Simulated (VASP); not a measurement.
# GaN (Cm) in VASP: further runs

Runs on GaN. Level: r2SCAN. Tasks: single point.

Everything below comes from runs of VASP 6.6.1. Logs are shortened: lines on timing, memory, paths and dates and some standing lists are left out, and cuts for length are marked.

## (1) The cell of the first run

It takes space group Cm (No. 8, monoclinic). The conventional cell has a = 5.508 Å, b = 3.180 Å, c = 5.166 Å, α = 90.00°, β = 90.00°, γ = 90.00°. Ga (site symmetry m) has 4 N at 1.90 to 1.99 Å within 2.5 Å. Within 2.5 Å of Ga (site symmetry m) lie 4 N at 1.90 to 1.97 Å. Within 2.5 Å of N (site symmetry m) lie 4 Ga at 1.90 to 1.97 Å. N (site symmetry m) has 4 Ga at 1.90 to 1.99 Å within 2.5 Å.

## (2) Single point, r2SCAN

POSCAR

```
GaN
1.0
    3.1799996605      0.0000000000      0.0000000000
   -1.5899998303      2.7539604900      0.0000000000
    0.0000000000      0.0000000000      5.1660000000
Ga N
2 2
Direct
    0.3333333333      0.6666666667      0.0000000000
    0.6666666667      0.3333333333      0.5000000000
    0.3228148347      0.6614074174      0.3671111260
    0.6561481681      0.3280740840      0.8671111260
```

INCAR.step1

```
PREC = Accurate
ENCUT = 520
ISMEAR = 0
SIGMA = 0.05
LREAL = F
LASPH = T
NELM = 60
NBANDS = 26
GGA = PE
ALGO = Normal
EDIFF = 1E-4
LWAVE = T
LCHARG = F
```

INCAR.step2

```
PREC = Accurate
ENCUT = 520
EDIFF = 1E-6
ISMEAR = 0
SIGMA = 0.05
LREAL = F
LASPH = T
NELM = 60
ALGO = Normal
ISIF = 2
LWAVE = F
LCHARG = F
METAGGA = R2SCAN
LMIXTAU = T
NBANDS = 26
ISTART = 1
```

KPOINTS

```
Automatic mesh
0
Gamma
  12 12 6
```

Potentials or basis: VASP PAW PBE potentials, release 64 (Ga_d, N).

Run with:

```sh
$ cat potpaw_PBE.64/Ga_d/POTCAR potpaw_PBE.64/N/POTCAR > POTCAR
$ cp INCAR.step1 INCAR
$ mpirun -np 1 vasp_std > vasp.out
$ cp INCAR.step2 INCAR
$ mpirun -np 1 vasp_std > vasp.out
```

OUTCAR:

```text
PREC = Accurate
   ENCUT = 520
   EDIFF = 1E-6
   ISMEAR = 0
   LREAL = F
   LASPH = T
   NELM = 60
   ISIF = 2
   METAGGA = R2SCAN
   ISTART = 1

 ion  position               nearest neighbor table
   1  0.333  0.667  0.000-   3 1.90   4 1.95   4 1.95   4 1.99
   2  0.667  0.333  0.500-   4 1.90   3 1.93   3 1.97   3 1.97
   3  0.323  0.661  0.367-   1 1.90   2 1.93   2 1.97   2 1.97
   4  0.656  0.328  0.867-   2 1.90   1 1.95   1 1.95   1 1.99

  LATTYP: Found a hexagonal cell.
 ALAT       =     3.1799996605
 C/A-ratio  =     1.6245284753

  Lattice vectors:

 A1 = (   3.1799996605,   0.0000000000,   0.0000000000)
 A2 = (  -1.5899998303,   2.7539604900,   0.0000000000)
 A3 = (   0.0000000000,   0.0000000000,   5.1660000000)

Analysis of symmetry for initial positions (statically):
=====================================================================
 Subroutine PRICEL returns:
 Original cell was already a primitive cell.

 Routine SETGRP: Setting up the symmetry group for a
 hexagonal supercell.

 Subroutine GETGRP returns: Found  2 space group operations
 (whereof  2 operations were pure point group operations)
 out of a pool of 24 trial point group operations.

The static configuration has the point symmetry C_1h.

Analysis of symmetry for dynamics (positions and initial velocities):
=====================================================================
 Subroutine PRICEL returns:
 Original cell was already a primitive cell.

 Routine SETGRP: Setting up the symmetry group for a
 hexagonal supercell.

 Subroutine GETGRP returns: Found  2 space group operations
 (whereof  2 operations were pure point group operations)
 out of a pool of 24 trial point group operations.

The dynamic configuration has the point symmetry C_1h.

 Subroutine INISYM returns: Found  2 space group operations
 (whereof  2 operations are pure point group operations),
 and found     1 'primitive' translations

----------------------------------------------------------------------------------------

                                     Primitive cell

  volume of cell :      45.2417

  direct lattice vectors                    reciprocal lattice vectors
     3.179999661  0.000000000  0.000000000     0.314465442  0.181556708  0.000000000
    -1.589999830  2.753960490  0.000000000     0.000000000  0.363113416  0.000000000
     0.000000000  0.000000000  5.166000000     0.000000000  0.000000000  0.193573364

  length of vectors
     3.179999661  3.179999661  5.166000000     0.363113416  0.363113416  0.193573364

  position of ions in fractional coordinates (direct lattice)
     0.333333333  0.666666667  0.000000000
     0.666666667  0.333333333  0.500000000
     0.322814835  0.661407417  0.367111126
     0.656148168  0.328074084  0.867111126

  ion indices of the primitive-cell ions
   primitive index   ion index
                 1           1
                 2           2
                 3           3
                 4           4

----------------------------------------------------------------------------------------

 KPOINTS: Automatic mesh

Automatic generation of k-mesh.
 Grid dimensions read from file:
 generate k-points for:   12   12    6

 Generating k-lattice:

  Cartesian coordinates                     Fractional coordinates (reciprocal lattice)
     0.026205454  0.015129726  0.000000000     0.083333333  0.000000000  0.000000000
     0.000000000  0.030259451  0.000000000     0.000000000  0.083333333  0.000000000
     0.000000000  0.000000000  0.032262227     0.000000000  0.000000000  0.166666667

  Length of vectors
     0.030259451  0.030259451  0.032262227

  Shift w.r.t. Gamma in fractional coordinates (k-lattice)
     0.000000000  0.000000000  0.000000000

 Subroutine IBZKPT returns following result:
 ===========================================

 Found    242 irreducible k-points:

 Following reciprocal coordinates:
            Coordinates               Weight
  0.000000  0.000000  0.000000      1.000000
  0.083333  0.000000  0.000000      2.000000
  0.000000  0.083333  0.000000      4.000000
  0.166667  0.000000  0.000000      2.000000
  0.000000  0.166667  0.000000      4.000000
  0.250000  0.000000  0.000000      2.000000
[... 16 lines left out ...]
 -0.083333  0.416667  0.000000      4.000000
 -0.416667  0.333333  0.000000      4.000000
 [... further k-points ...]
   k-points           NKPTS =    242   k-points in BZ     NKDIM =    242   number of bands    NBANDS=     26
   number of dos      NEDOS =    301   number of ions     NIONS =      4
   total plane-waves  NPLWV =  23040
   dimension x,y,z NGX =    24 NGY =   24 NGZ =   40
   dimension x,y,z NGXF=    48 NGYF=   48 NGZF=   80
   ions per type =               2   2
   NGX,Y,Z   is equivalent  to a cutoff of  12.55, 12.55, 12.87 a.u.
   NGXF,Y,Z  is equivalent  to a cutoff of  25.09, 25.09, 25.74 a.u.
 SYSTEM =  unknown system
   PREC   = accura    normal or accurate (medium, high low for compatibility)
   ISTART =      1    job   : 0-new  1-cont  2-samecut
   ICHARG =      0    charge: 1-file 2-atom 10-const
   ISPIN  =      1    spin polarized calculation?
   LNONCOLLINEAR =      F non collinear calculations
   LSORBIT =      F    spin-orbit coupling
   LASPH  =      T    aspherical Exc in radial PAW
   ENCUT  =  520.0 eV  38.22 Ry    6.18 a.u.   5.91  5.91  9.61*2*pi/ulx,y,z
   NELM   =     60;   NELMIN=  2; NELMDL=  0     # of ELM steps
   EDIFF  = 0.1E-05   stopping-criterion for ELM
   LREAL  =      F    real-space projection
   EDIFFG = 0.1E-04   stopping-criterion for IOM
   NSW    =      0    number of steps for IOM
   IBRION =     -1    ionic relax: 0-MD 1-quasi-New 2-CG
   NFREE  =      0    steps in history (QN), initial steepest desc. (CG)
   ISIF   =      2    stress and relaxation
   ISYM   =      2    0-nonsym 1-usesym 2-fastsym
   POTIM  = 0.5000    time-step for ionic-motion
   TEBEG  =    0.0;   TEEND  =   0.0 temperature during run
   PSTRESS=    0.0 pullay stress
   NELECT =      36.0000    total number of electrons
   NUPDOWN=      -1.0000    fix difference up-down
   EMIN   =  10.00;   EMAX   =-10.00  energy-range for DOS
   EFERMI =   0.00;   METHOD = LEGACY
   ISMEAR =     0;   SIGMA  =   0.05  broadening in eV -4-tet -1-fermi 0-gaus
   EFERMI_NEDOS =   21; number of points for ismear=-14 and -15
   IALGO  =     38    algorithm
   IMIX   =      4    mixing-type and parameters
     AMIX     =   0.40;   BMIX     =  1.00
     AMIX_MAG =   1.60;   BMIX_MAG =  1.00
  volume/ion in A,a.u.               =      11.31        76.33
  Fermi-wavevector in a.u.,A,eV,Ry     =   1.517036  2.866783 31.312431  2.301399
  Thomas-Fermi vector in A             =   2.626346
   LORBIT       =      0    0 simple, 1 ext, 2 COOP (PROOUT), +10 PAW based schemes
   METAGGA = R2SCAN    functional components
   LHFCALC =     F    Hartree Fock is set to
   AEXX    =    0.0000 exact exchange contribution
   IVDW    =     0    specifies the selected vdW correction
   LEPSILON=     F    determine dielectric tensor
   LRPA    =     F    only Hartree local field effects (RPA)
 non-spin polarized calculation
 Gauss-broadening in eV      SIGMA  =   0.05
  energy-cutoff  :      520.00
  volume of cell :       45.24
 maximum number of plane-waves:      1236
   NGX = 11   NGY = 11   NGZ = 19

 number of electron      35.9999999 magnetization

 Free energy of the ion-electron system (eV)
  ---------------------------------------------------
  ext. energy  EPLUGINS =         0.00000000
  ---------------------------------------------------
  free energy    TOTEN  =       -43.77083681 eV

  energy without entropy =      -43.77083681  energy(sigma->0) =      -43.77083681

 E-fermi :   5.4921     XC(G=0): -12.6956

 val. band max:        5.2151411162   @ k =   0.0000   0.0000   0.0000
 cond. band min:       7.5341006967   @ k =   0.0000   0.0000   0.0000
 fundamental gap:      2.3189595804
 Fermi energy:         5.4920948457

 k-point     1 :       0.0000    0.0000    0.0000
  band No.  band energies     occupation
      1     -11.7095      2.00000
      2     -10.6578      2.00000
      3      -8.6989      2.00000
      4      -8.6520      2.00000
      5      -8.6490      2.00000
      6      -8.5763      2.00000
[... 18 lines left out ...]
     25      17.7502      0.00000
     26      17.7544      0.00000

 k-point     2 :       0.0833    0.0000    0.0000
  band No.  band energies     occupation
      1     -11.6406      2.00000
      2     -10.6396      2.00000
      3      -8.6873      2.00000
      4      -8.6424      2.00000
      5      -8.6304      2.00000
      6      -8.5686      2.00000
[... 18 lines left out ...]
     25      17.3923      0.00000
     26      17.8975      0.00000

 k-point     3 :       0.0000    0.0833    0.0000
  band No.  band energies     occupation
      1     -11.6406      2.00000
      2     -10.6396      2.00000
      3      -8.6874      2.00000
      4      -8.6444      2.00000
      5      -8.6279      2.00000
      6      -8.5685      2.00000
[... 18 lines left out ...]
     25      17.3876      0.00000
     26      17.9010      0.00000

 k-point     4 :       0.1667    0.0000    0.0000
  band No.  band energies     occupation
      1     -11.4511      2.00000
      2     -10.5942      2.00000
      3      -8.6593      2.00000
      4      -8.6191      2.00000
      5      -8.5771      2.00000
      6      -8.5269      2.00000
[... 18 lines left out ...]
     25      17.5490      0.00000
     26      18.2381      0.00000

 k-point     5 :       0.0000    0.1667    0.0000
  band No.  band energies     occupation
      1     -11.4511      2.00000
      2     -10.5939      2.00000
      3      -8.6596      2.00000
      4      -8.6210      2.00000
      5      -8.5740      2.00000
      6      -8.5280      2.00000
[... 18 lines left out ...]
     25      17.5441      0.00000
     26      18.2386      0.00000

 k-point     6 :       0.2500    0.0000    0.0000
  band No.  band energies     occupation
      1     -11.1928      2.00000
      2     -10.5420      2.00000
      3      -8.6294      2.00000
      4      -8.5960      2.00000
      5      -8.5374      2.00000
      6      -8.4720      2.00000
[... 427 lines left out ...]
 k-point    21 :      -0.3333    0.2500    0.0000
  band No.  band energies     occupation
      1     -11.0328      2.00000
      2     -10.5152      2.00000
      3      -8.6078      2.00000
      4      -8.5976      2.00000
      5      -8.5101      2.00000
      6      -8.4568      2.00000
[... 18 lines left out ...]
     25      17.0797      0.00000
     26      19.1730      0.00000

 k-point    22 :       0.3333    0.0833    0.0000
  band No.  band energies     occupation
      1     -10.8241      2.00000
      2     -10.4894      2.00000
      3      -8.6021      2.00000
      4      -8.5868      2.00000
      5      -8.4851      2.00000
      6      -8.4254      2.00000
[... 18 lines left out ...]
     25      17.7443      0.00000
     26      19.4856      0.00000

 k-point    23 :      -0.0833    0.4167    0.0000
  band No.  band energies     occupation
      1     -10.8240      2.00000
      2     -10.4883      2.00000
      3      -8.6030      2.00000
      4      -8.5866      2.00000
      5      -8.4844      2.00000
      6      -8.4254      2.00000
[... 18 lines left out ...]
     25      17.7447      0.00000
     26      19.4888      0.00000

 k-point    24 :      -0.4167    0.3333    0.0000
  band No.  band energies     occupation
      1     -10.8240      2.00000
      2     -10.4885      2.00000
      3      -8.6028      2.00000
      4      -8.5864      2.00000
      5      -8.4847      2.00000
      6      -8.4251      2.00000
[... 18 lines left out ...]
     25      17.7445      0.00000
     26      19.4874      0.00000

 [... further k-points ...]

------------------------ aborting loop because EDIFF is reached ----------------------------------------

  FORCE on cell =-STRESS in cart. coord.  units (eV):
  Direction    XX          YY          ZZ          XY          YZ          ZX
  --------------------------------------------------------------------------------------
  -------------------------------------------------------------------------------------
  Total        0.0235924      0.0080049      2.1172239      0.0134992     -0.1727481     -0.2991871
  in kB        0.8354932      0.2834827     74.9787496      0.4780551     -6.1176500    -10.5953245
  external PRESSURE =      25.3659085 kB  Pullay stress =       0.0000000 kB

 VOLUME and BASIS-vectors are now :
 -----------------------------------------------------------------------------
  energy-cutoff  :      520.00
  volume of cell :       45.24
      direct lattice vectors                 reciprocal lattice vectors
     3.179999661  0.000000000  0.000000000     0.314465442  0.181556708  0.000000000
    -1.589999830  2.753960490  0.000000000     0.000000000  0.363113416  0.000000000
     0.000000000  0.000000000  5.166000000     0.000000000  0.000000000  0.193573364

 POSITION                                       TOTAL-FORCE (eV/Angst)
 -----------------------------------------------------------------------------------
     -0.00000      1.83597      0.00000        -0.283439     -0.163644     -0.728338
      1.59000      0.91799      2.58300        -0.313080     -0.180757     -0.727624
     -0.02509      1.82149      1.89650         0.313880      0.181218      0.727575
      1.56491      0.90350      4.47950         0.282640      0.163182      0.728387
 -----------------------------------------------------------------------------------
    total drift:                               -0.001900     -0.001092      0.026193

  FREE ENERGIE OF THE ION-ELECTRON SYSTEM (eV)
  ---------------------------------------------------
  free  energy   TOTEN  =       -43.7708368109 eV

  energy  without entropy=      -43.7708368109  energy(sigma->0) =      -43.77083681
```

Wall time 4.7 min (1 thread of Intel Xeon 6975P-C (Granite Rapids), shared host); peak memory 0.34 GiB.

What came out:

| Property | Result |
| --- | --- |
| Free energy | -43.7708 eV |
| Pressure | 2.5 GPa |
| Largest force | 0.813 eV/Å |
| Band gap on the k mesh | 2.32 eV |

Forces in eV/Å, atoms in the order of the input:
```
Ga  -0.283 -0.164 -0.728
Ga  -0.313 -0.181 -0.728
N    0.314  0.181  0.728
N    0.283  0.163  0.728
```

Levels at points of the mesh, in eV from the valence-band top:
```tsv
k point	band 14	band 15	band 16	band 17	band 18	band 19	band 20	band 21	band 22	band 23
(0.00, 0.00, 0.00)	-1.15	-1.15	-0.21	-0.01	0.00	2.32	4.86	9.91	10.55	10.55
(0.50, 0.00, 0.00)	-5.33	-4.52	-2.89	-2.47	-0.96	5.56	6.09	6.46	9.34	10.75
(0.00, 0.50, 0.00)	-5.33	-4.52	-2.88	-2.47	-0.95	5.56	6.08	6.46	9.34	10.75
(0.00, 0.00, 0.50)	-4.09	-0.66	-0.66	-0.52	-0.52	4.74	4.74	9.25	9.25	10.96
(0.50, 0.00, 0.50)	-6.69	-2.11	-2.10	-2.03	-1.97	4.78	4.85	8.44	8.56	10.75
(0.00, 0.50, 0.50)	-6.73	-2.14	-2.14	-1.99	-1.96	4.79	4.83	8.47	8.53	10.77
```

Caveat: the cell differs from its parent crystal (all N atoms moved +0.050 Å, as atom 3 towards its neighbour atom 4 (N) at 3.169 Å); the stress differs along the axes, from 0 to 7 GPa; the PAW data sets were made with another functional, which shifts forces and pressure a little.

## (3) Single point, r2SCAN

POSCAR: that of step 2 with these lines changed.

```diff
@@ -10,3 +10,3 @@
     0.6666666667      0.3333333333      0.5000000000
-    0.3228148347      0.6614074174      0.3671111260
-    0.6561481681      0.3280740840      0.8671111260
+    0.3385925826      0.6692962913      0.3789444370
+    0.6719259160      0.3359629580      0.8789444370
```

INCAR.step1: that of step 2 with these lines changed.

```diff
@@ -6,3 +6,3 @@
 LASPH = T
-NELM = 60
+NELM = 100
 NBANDS = 26
```

INCAR.step2: that of step 2 with these lines changed.

```diff
@@ -7,3 +7,3 @@
 LASPH = T
-NELM = 60
+NELM = 100
 ALGO = Normal
```

KPOINTS is that of step 2.

Potentials or basis: VASP PAW PBE potentials, release 64 (Ga_d, N).

Run with:

```sh
$ cat potpaw_PBE.64/Ga_d/POTCAR potpaw_PBE.64/N/POTCAR > POTCAR
$ cp INCAR.step1 INCAR
$ mpirun -np 1 vasp_std > vasp.out
$ cp INCAR.step2 INCAR
$ mpirun -np 1 vasp_std > vasp.out
```

Run time: 4.4 min. Hardware: 1 thread of Intel Xeon 6975P-C (Granite Rapids), shared host; peak memory 0.34 GiB.

Results (log left out):

| Item | Value |
| --- | --- |
| Free energy | -43.8144 eV |
| Pressure | 2.2 GPa |
| Largest force | 0.241 eV/Å |
| Band gap on the k mesh | 2.38 eV |

Forces on the atoms (eV/Å):
```
Ga   0.179  0.103  0.123
Ga   0.170  0.098  0.123
N   -0.170 -0.098 -0.123
N   -0.179 -0.103 -0.123
```

Stress tensor (GPa, compression positive):
```
2.37 0.01 0.52
0.01 2.36 0.30
0.52 0.30 1.90
```

Levels at points of the mesh, in eV from the valence-band top:
```csv
k point,band 15,band 16,band 17,band 18,band 19,band 20,band 21,band 22
"(0.00, 0.00, 0.00)",-1.09,-0.03,-0.02,0.00,2.38,4.80,10.01,10.59
"(0.50, 0.00, 0.00)",-4.30,-2.88,-2.23,-1.07,5.57,6.16,6.59,9.40
"(0.00, 0.50, 0.00)",-4.30,-2.88,-2.23,-1.07,5.57,6.15,6.59,9.40
"(0.00, 0.00, 0.50)",-0.60,-0.60,-0.53,-0.53,4.79,4.79,9.20,9.20
"(0.50, 0.00, 0.50)",-2.06,-2.03,-1.94,-1.93,4.90,4.94,8.40,8.46
"(0.00, 0.50, 0.50)",-2.06,-2.05,-1.93,-1.93,4.91,4.93,8.41,8.44
```

Caveat: the cell differs from its parent crystal (all N atoms moved -0.025 Å, as atom 3 towards its neighbour atom 4 (N) at 3.169 Å); the PAW data sets were made with another functional, which shifts forces and pressure a little.
